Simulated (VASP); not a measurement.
A run of VASP 6.6.1 is set up as follows.

File POSCAR:

```
ZrC
1.0
    3.3647183602      0.0000000000      0.0000000000
   -1.6823591801      2.9139315765      0.0000000000
    0.0000000000      0.0000000000      5.3205582963
Zr C
2 2
Direct
    0.3333333333      0.6666666667      0.2500000000
    0.6666666667      0.3333333333      0.7500000000
    0.0000000000      0.0000000000      0.0000000000
    0.0000000000      0.0000000000      0.5000000000
```

INCAR.step1

```
SYSTEM = ZrC
PREC = Accurate ; ENCUT = 520
ISMEAR = 0 ; SIGMA = 0.1
LREAL = .False. ; LASPH = .True.
NELM = 100 ; NBANDS = 24
GGA = PE ; ALGO = Normal
EDIFF = 1E-4 ; LWAVE = .True.
LCHARG = .False.
```

The input INCAR.step2:

```
SYSTEM = ZrC
PREC = Accurate ; ENCUT = 520
EDIFF = 1E-6 ; ISMEAR = 0
SIGMA = 0.1 ; LREAL = .False.
LASPH = .True. ; NELM = 100
ALGO = Normal ; ISIF = 2
LWAVE = .False. ; LCHARG = .False.
METAGGA = R2SCAN ; LMIXTAU = .True.
NBANDS = 24 ; ISTART = 1
```

File KPOINTS:

```
Automatic mesh
0
Gamma
  18 18 10
  0 0 0
```

Potentials or basis: VASP PAW PBE potentials, release 64 (Zr_sv, C).

The run is started by

```sh
$ cat potpaw_PBE.64/Zr_sv/POTCAR potpaw_PBE.64/C/POTCAR > POTCAR
$ cp INCAR.step1 INCAR
$ mpirun -np 1 vasp_std > vasp.out
$ cp INCAR.step2 INCAR
$ mpirun -np 1 vasp_std > vasp.out
```

Q: Estimate the band gap on the k mesh.

A: Zero (bands 16 and 17 overlap by 1.26 eV).

Q: Predict the pressure.

A: 0.2 GPa.

Caveat: the PAW data sets were made with another functional, which shifts forces and pressure a little.
